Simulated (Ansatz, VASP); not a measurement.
# Au in VASP and in Ansatz

The input POSCAR:

```
Au
1.0
    0.0000000000      2.0615246536      2.0615246536
    2.0615246536      0.0000000000      2.0615246536
    2.0615246536      2.0615246536      0.0000000000
Au
1
Direct
    0.0000000000      0.0000000000      0.0000000000
```

INCAR.step1

```
  PREC = Accurate
  ENCUT = 520
  ISMEAR = -1
  SIGMA = 1.0
  LREAL = False
  LASPH = True
  NELM = 80
  NBANDS = 12
  GGA = PE
  ALGO = Normal
  EDIFF = 1E-4
  LWAVE = True
  LCHARG = False
```

File INCAR.step2:

```
  PREC = Accurate
  ENCUT = 520
  EDIFF = 1E-6
  ISMEAR = -1
  SIGMA = 1.0
  LREAL = False
  LASPH = True
  NELM = 80
  ALGO = Normal
  ISIF = 2
  LWAVE = False
  LCHARG = False
  METAGGA = R2SCAN
  LMIXTAU = True
  NBANDS = 12
  ISTART = 1
```

The input KPOINTS:

```
regular mesh
0
Gamma
  13 13 13
```

Input for Ansatz:

```yaml
crystal:
  lattice:
    - [0.0, 2.0615246536, 2.0615246536]
    - [2.0615246536, 0.0, 2.0615246536]
    - [2.0615246536, 2.0615246536, 0.0]
  atoms:
    - { symbol: Au, position: [0.0, 0.0, 0.0] }
hamiltonian:
  xc: r2scan
  pseudopotentials:
    kind: paw
    azcp:
      Au: "pseudopotentials/Au.paw.azcp"
basis:
  ecutwfc: 500
  fft_grid_basis: typed
kpoints:
  mp_grid: { grid: [13, 13, 13], shift: [0, 0, 0] }
magnetization:
  spin_polarized: false
scf:
  occupations: { method: fermi_dirac, width: 1.0 }
  lower_state_search: "off"
output:
  stress: true
```

Alike in both runs: task single point; functional r2SCAN; k mesh 13 × 13 × 13; occupations fermi-dirac, width 1 eV; no spin polarisation.

|  | VASP | Ansatz |
| --- | --- | --- |
| version | VASP 6.6.1 | Ansatz 0.2.0 |
| potentials or method | VASP PAW PBE potentials, release 64 (Au), cutoff 520 eV | plane waves (500 eV) with PAW, scalar-relativistic |
| valence electrons in the cell | 11 | 19 |

```csv
,VASP,Ansatz,Ansatz less VASP
pressure (GPa),6.5,6.3,-0.25
```

VASP's potentials were made for PBE, not for r2SCAN. VASP's potentials hold 11 valence electrons a cell and Ansatz's 19, so a difference there can come from the potentials and not from the codes.

Neither program's run includes spin-orbit coupling.
